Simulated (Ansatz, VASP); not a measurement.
## One calculation of Hf, two programs

```
CELL_PARAMETERS angstrom
2.82380 0.00000 0.00000
0.00000 2.82380 0.00000
0.00000 0.00000 2.82380
ATOMIC_POSITIONS crystal
Hf 0.00000 0.00000 0.00000
```

Alike in both runs: functional LDA; k mesh 15 × 15 × 15; occupations fermi-dirac, width 0.1 eV; no spin polarisation.

Ansatz relaxed the structure, and its values are those at the end. VASP's run is a single point on that final structure, the one shown.

```csv
,VASP,Ansatz
version,VASP 6.6.1,Ansatz 0.2.0
potentials or method,"VASP PAW LDA potentials, release 64 (Hf_pv)","PAW with Ansatz's default frozen-core files, scalar-relativistic"
plane-wave cutoff (eV),520,420
valence electrons in the cell,10,26
```

|  | VASP | Ansatz | Ansatz less VASP |
| --- | --- | --- | --- |
| pressure (GPa) | 0.0 | 0.0 | -0.01 |

LDA's correlation is that of Perdew and Zunger in VASP and of Perdew and Wang (1992) in Ansatz. VASP's potentials hold 10 valence electrons a cell and Ansatz's 26, so a difference there can come from the potentials and not from the codes.

Neither program's run includes spin-orbit coupling.
